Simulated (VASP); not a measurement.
A run of VASP 6.6.1 is set up as follows.

Contents of INCAR:

```
PREC = Accurate
ENCUT = 520
EDIFF = 1E-6
ISMEAR = 0
SIGMA = 0.1
LREAL = False
LASPH = True
NELM = 80
ALGO = Normal
ISIF = 2
LWAVE = False
LCHARG = False
GGA = PE
NBANDS = 15
```

Contents of KPOINTS:

```
Automatic mesh
0
Gamma
  16 16 16
```

The input POSCAR:

```
TaN
1.0
    0.0000000000      2.2086347744      2.2086347744
    2.2086347744      0.0000000000      2.2086347744
    2.2086347744      2.2086347744      0.0000000000
Ta N
1 1
Direct
    0.5000000000      0.5000000000      0.5000000000
    0.0000000000      0.0000000000      0.0000000000
```

Potentials or basis: VASP PAW PBE potentials, release 64 (Ta_pv, N).

Run with:

```console
$ cat potpaw_PBE.64/Ta_pv/POTCAR potpaw_PBE.64/N/POTCAR > POTCAR
$ mpirun -np 1 vasp_std > vasp.out
```

Question: Predict the pressure.

Answer: 0.8 GPa.

Question: What does it give for the band gap on the k mesh?

Answer: Zero (band 8 reaches 11.26 eV, above the bottom of band 9 at 7.33 eV).

Caveat: spin-orbit coupling is left out, which moves the levels of the heavy elements.
